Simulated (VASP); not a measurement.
KI: single point with PBE

Crystal: KI.

```
CELL_PARAMETERS angstrom
0.00000 3.31673 3.98007
3.31673 0.00000 3.98007
3.31673 3.31673 0.00000
ATOMIC_POSITIONS crystal
K 0.00000 0.00000 0.00000
I 0.50000 0.50000 0.50000
```

This cell differs from its parent crystal: ratio of the length along z to the lengths across it x 1.2, volume and fractional coordinates fixed.

```yaml
Program: VASP 6.6.1
Task: single point
Functional: PBE
Potentials_or_basis: VASP PAW PBE potentials, release 64 (K_sv, I)
Cutoff: 520 eV
k_mesh: 6 × 6 × 6
Occupations: gaussian, width 0.05 eV
Spin: no spin polarisation
Dipole_correction: no
Further_INCAR_settings: ALGO = Normal; EDIFF = 1e-07; NBANDS = 15
```

* Pressure: 1.8 GPa
* Band gap on the k mesh: 3.90 eV, direct

Stress tensor (GPa, compression positive):
```
 3.21  0.00  0.00
 0.00  3.21  0.00
 0.00  0.00 -0.88
```

Levels at points of the mesh, in eV from the valence-band top:
```tsv
k point	band 5	band 6	band 7	band 8	band 9	band 10	band 11	band 12
(0.00, 0.00, 0.00)	-10.59	-0.11	0.00	0.00	3.90	5.80	6.88	6.88
(0.50, 0.00, 0.00)	-10.19	-1.44	-0.46	-0.37	5.45	7.53	7.74	8.72
(0.50, 0.50, 0.00)	-10.49	-1.11	-0.21	-0.21	4.95	5.91	7.87	8.17
(0.50, 0.00, 0.50)	-10.41	-0.98	-0.60	-0.36	4.90	5.86	8.17	8.50
```

It took 39 s on 1 thread of Intel(R) Xeon(R) Platinum 8375C CPU @ 2.90GHz (Ice Lake) (shared host), peak memory 0.24 GiB.

Caveat: spin-orbit coupling is left out, which moves the levels of the heavy elements.
